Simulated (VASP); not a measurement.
**NaB: single point with PBEsol**

Crystal: NaB.

```xyz
2
Lattice="0.0000 2.8333 2.4083 2.8333 0.0000 2.4083 2.8333 2.8333 0.0000" Properties=species:S:1:pos:R:3 pbc="T T T"
Na    0.0000    0.0000    0.0000
B     2.8333    2.8333    2.4083
```

This cell differs from its parent crystal: ratio of the length along z to the lengths across it x 0.85, volume and fractional coordinates fixed.

```json
{"Program": "VASP 6.6.1", "Task": "single point", "Functional": "PBEsol", "Potentials or basis": "VASP PAW PBE potentials, release 64 (Na_pv, B)", "Cutoff": "520 eV", "k mesh": "18 × 18 × 18", "Occupations": "gaussian, width 0.15 eV", "Spin": "no spin polarisation"}
```

```json
{"Pressure": "0.8 GPa", "Band gap on the k mesh": "zero (band 5 reaches 2.98 eV, above the bottom of band 6 at -0.07 eV)"}
```

Stress tensor (GPa, compression positive):
```
-4.48  0.00  0.00
 0.00 -4.48  0.00
 0.00  0.00 11.49
```

Levels at points of the mesh, in eV from the Fermi level:
```tsv
k point	band 1	band 2	band 3	band 4	band 5	band 6	band 7	band 8	band 9	band 10
(0.00, 0.00, 0.00)	-22.95	-22.89	-22.89	-7.16	2.28	2.46	2.46	7.13	9.98	9.98
(0.50, 0.00, 0.00)	-22.98	-22.91	-22.90	-5.19	-1.93	1.51	1.95	6.70	9.27	10.96
(0.50, 0.50, 0.00)	-22.99	-22.91	-22.91	-4.34	-0.94	0.50	0.50	5.33	6.60	12.07
(0.50, 0.00, 0.50)	-22.97	-22.93	-22.90	-4.97	-1.66	0.99	1.62	6.47	7.20	11.00
```

It took 2.3 min on 1 thread of Intel(R) Xeon(R) Platinum 8375C CPU @ 2.90GHz (Ice Lake), with other jobs on the host, peak memory 0.31 GiB.

Caveat: the PAW data sets were made with another functional, which shifts forces and pressure a little.
